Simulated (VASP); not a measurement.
Wanted: the native input for a VASP 6.6.1 run.

```
Task                   : single point
Functional             : PBEsol
Potentials or basis    : VASP PAW PBE potentials, release 64 (Ge_d)
Cutoff                 : 520 eV
k mesh                 : 14 × 14 × 14
Occupations            : gaussian, width 0.15 eV
Spin                   : no spin polarisation
Dipole correction      : no
Further INCAR settings : ALGO = Normal; EDIFF = 1e-06; NBANDS = 21
```

The structure of Ge lies in POSCAR:

```
Ge
1.0
    0.0000000000      2.8994892500      2.9702085000
    2.8994892500      0.0000000000      2.9702085000
    2.8994892500      2.8994892500      0.0000000000
Ge
2
Direct
    0.5000000000      0.5000000000      0.5000000000
    0.7500000000      0.7500000000      0.7500000000
```

This cell differs from its parent crystal: strain +0.025 along x and y, +0.050 along z.

One way to write it, as run:

INCAR

```
SYSTEM = Ge
PREC = Accurate
ENCUT = 520
EDIFF = 1E-6
ISMEAR = 0
SIGMA = 0.15
LREAL = .FALSE.
LASPH = .TRUE.
NELM = 60
ALGO = Normal
ISIF = 2
LWAVE = .FALSE.
LCHARG = .FALSE.
GGA = PS
NBANDS = 21
```

KPOINTS

```
Automatic mesh
0
G
  14 14 14
  0 0 0
```

Potentials or basis: VASP PAW PBE potentials, release 64 (Ge_d).

Launch:

```sh
$ cat potpaw_PBE.64/Ge_d/POTCAR > POTCAR
$ mpirun -np 1 vasp_std > vasp.out
```

It gave:

```
Pressure               : -4.8 GPa
Band gap on the k mesh : zero (bands 14 and 15 overlap by 0.22 eV)
```

Caveat: the cell differs from its parent crystal (strain +0.025 along x and y, +0.050 along z); the cell stands under tension; semilocal functionals underestimate gaps, and a narrow one can read as zero; the PAW data sets were made with another functional, which shifts forces and pressure a little.

Wall time 4.4 min on 1 thread of Intel Xeon 8259CL, with other jobs on the host, peak memory 0.33 GiB.
